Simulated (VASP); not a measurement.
Write the native input for VASP 6.6.1 that does the following.

```
Task                   : single point
Functional             : PBE
Potentials or basis    : VASP PAW PBE potentials, release 64 (Si, Ge_d)
Cutoff                 : 520 eV
k mesh                 : 4 × 2 × 2
Occupations            : gaussian, width 0.1 eV
Spin                   : no spin polarisation
Dipole correction      : no
Further INCAR settings : ALGO = Normal; EDIFF = 1e-06; NBANDS = 56
```

The structure of Si2Ge lies in POSCAR:

```
Si2Ge
1.0
    3.9278646565      0.0000000000      0.0000000000
    0.0000000001      6.8032611503      0.0000000000
    0.0000000000      0.0000000000      9.6193461379
Si Ge
8 4
Direct
    0.0000000000      0.0000000000      0.3774609496
    0.5000000000      0.5000000000      0.3774609496
    1.0000000000      0.3333333333      0.0394605081
    0.5000000000      0.8333333333      0.0394605081
    0.0000000000      0.0000000000      0.6225390504
    0.5000000000      0.5000000000      0.6225390504
    0.5000000000      0.1666666667      0.9605394919
    1.0000000000      0.6666666667      0.9605394919
    0.5000000000      0.1666666667      0.7080470854
    1.0000000000      0.6666666667      0.7080470854
    1.0000000000      0.3333333333      0.2919529146
    0.5000000000      0.8333333333      0.2919529146
```

These files were run (other wordings do the same):

INCAR

```
SYSTEM = Si2Ge
PREC = Accurate
ENCUT = 520
EDIFF = 1E-6
ISMEAR = 0
SIGMA = 0.1
LREAL = .FALSE.
LASPH = .TRUE.
NELM = 100
ALGO = Normal
ISIF = 2
LWAVE = .FALSE.
LCHARG = .FALSE.
GGA = PE
NBANDS = 56
```

KPOINTS

```
regular mesh
0
G
  4 2 2
  0 0 0
```

Potentials or basis: VASP PAW PBE potentials, release 64 (Si, Ge_d).

Run with:

```sh
$ cat potpaw_PBE.64/Si/POTCAR potpaw_PBE.64/Ge_d/POTCAR > POTCAR
$ mpirun -np 1 vasp_std > vasp.out
```

Results of the run:

- Pressure: -0.1 GPa
- Largest force: 0.043 eV/Å
- Band gap on the k mesh: 0.73 eV

Caveat: the k points lie up to 0.46 Å⁻¹ apart.

It took 2.5 min on 1 thread of Intel(R) Xeon(R) Platinum 8488C (Sapphire Rapids), on a shared host, peak memory 0.39 GiB.
